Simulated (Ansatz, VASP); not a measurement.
One calculation of LiH, two programs

```xyz
54
Lattice="0.0000 6.0107 -6.0107 6.0107 6.0107 0.0000 6.0107 0.0000 -6.0107" Properties=species:S:1:pos:R:3 pbc="T T T"
Li    4.0071    6.0107   -6.0107
Li    6.0107    8.0142   -6.0107
Li    8.0142   10.0178   -6.0107
Li    4.0071    4.0071   -4.0071
Li    6.0107    6.0107   -4.0071
Li    2.0036    2.0036   -4.0071
Li    4.0071    8.0142   -8.0142
Li    6.0107   10.0178   -8.0142
Li    2.0036    6.0107   -8.0142
Li    2.0036    6.0107   -4.0071
Li    4.0071    8.0142   -4.0071
Li    0.0000    4.0071   -4.0071
Li    2.0036    4.0071   -2.0036
Li    4.0071    6.0107   -2.0036
Li    0.0000    2.0036   -2.0036
Li    2.0036    8.0142   -6.0107
Li    4.0071   10.0178   -6.0107
Li    0.0000    6.0107   -6.0107
Li    6.0107    6.0107   -8.0142
Li    8.0142    8.0142   -8.0142
Li    4.0071    4.0071   -8.0142
Li    6.0107    4.0071   -6.0107
Li    8.0142    6.0107   -6.0107
Li    4.0071    2.0036   -6.0107
Li    6.0107    8.0142  -10.0178
Li    8.0142   10.0178  -10.0178
Li    4.0071    6.0107  -10.0178
H     6.0107    6.0107   -6.0107
H     8.0142    8.0142   -6.0107
H     4.0071    4.0071   -6.0107
H     6.0107    4.0071   -4.0071
H     8.0142    6.0107   -4.0071
H     4.0071    2.0036   -4.0071
H     6.0107    8.0142   -8.0142
H     8.0142   10.0178   -8.0142
H     4.0071    6.0107   -8.0142
H     4.0071    6.0107   -4.0071
H     6.0107    8.0142   -4.0071
H     2.0036    4.0071   -4.0071
H     4.0071    4.0071   -2.0036
H     6.0107    6.0107   -2.0036
H     2.0036    2.0036   -2.0036
H     4.0071    8.0142   -6.0107
H     6.0107   10.0178   -6.0107
H     2.0036    6.0107   -6.0107
H     8.0142    6.0107   -8.0142
H    10.0178    8.0142   -8.0142
H     6.0107    4.0071   -8.0142
H     8.0142    4.0071   -6.0107
H    10.0178    6.0107   -6.0107
H     6.0107    2.0036   -6.0107
H     8.0142    8.0142  -10.0178
H    10.0178   10.0178  -10.0178
H     6.0107    6.0107  -10.0178
```

Alike in both runs: task single point; functional PBE; k mesh 1 × 1 × 1; occupations gaussian, width 0.01 eV; no spin polarisation.

|  | VASP | Ansatz |
| --- | --- | --- |
| version | VASP 6.6.1 | Ansatz 0.2.0 |
| potentials or method | VASP PAW PBE potentials, release 64 (Li_sv, H), cutoff 520 eV | scalar-relativistic, plane waves, PAW |
| valence electrons in the cell | 108 | 108 |

|  | VASP | Ansatz | Ansatz less VASP |
| --- | --- | --- | --- |
| gap on the k mesh at the Fermi level (eV) | 6.12 | 6.12 | +0.003 |
| least direct gap on the mesh (eV) | 6.12 | 6.12 | +0.003 |

The k mesh is coarse, so the values compare programs but aren't converged. Noted on VASP's run: the cutoff is under 1.25 times that of the potentials, so the pressure is a little rough.
